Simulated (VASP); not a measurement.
FeO:

```
Fe O
1.0
     0.00000    2.15540    2.15540
     2.15540    0.00000    2.15540
     2.15540    2.15540    0.00000
Fe O
1 1
Direct
  0.00000 0.00000 0.00000
  0.50000 0.50000 0.50000
```

| Item | Value |
| --- | --- |
| Program | VASP 6.6.1 |
| Task | relaxation of cell and atoms |
| Functional | RPBE |
| Dispersion | D4 |
| Potentials or basis | VASP PAW PBE potentials, release 64 (Fe, O) |
| Cutoff | 600 eV |
| k mesh | 11 × 11 × 11 |
| Occupations | fermi-dirac, width 0.05 eV |
| Spin | collinear spin, ferromagnetic start |
| Starting moments | [3.0, 0.0] μB |

At the start: pressure -3.9 GPa; volume 10.01 Å³/atom.

Question: How do energy, volume and symmetry change on relaxing?

Answer: Over 8 steps the energy falls by 2.4 meV/atom and the volume is 9.85 Å³/atom (-1.6 %); space group Fm-3m (No. 225, to 0.1 Å) before and after; moment 4.00 μB per cell.

Step by step:
```csv
step,energy change (eV),largest force (eV/Å),pressure (GPa),volume (Å³)
1,0.0000,0.0000,-3.86,20.03
2,0.4077,0.0000,5.44,19.34
3,-0.0047,0.0000,-1.11,19.73
4,-0.0042,0.0000,8.60,19.66
5,-0.0047,0.0000,-1.02,19.72
6,-0.0048,0.0000,0.18,19.69
7,-0.0048,0.0000,-0.31,19.70
8,-0.0048,0.0000,0.01,19.70
```

Final structure:
```yaml
crystal:
  lattice:
    - [0.00000, 2.14349, 2.14349]
    - [2.14349, 0.00000, 2.14349]
    - [2.14349, 2.14349, 0.00000]
  atoms:
    - { symbol: Fe, position: [0.00000, 0.00000, 0.00000] }
    - { symbol: O, position: [0.50000, 0.50000, 0.50000] }
```

Caveat: the PAW data sets were made with another functional, which shifts forces and pressure a little; a cell with one magnetic atom can't hold antiferromagnetic order, which such compounds often take.
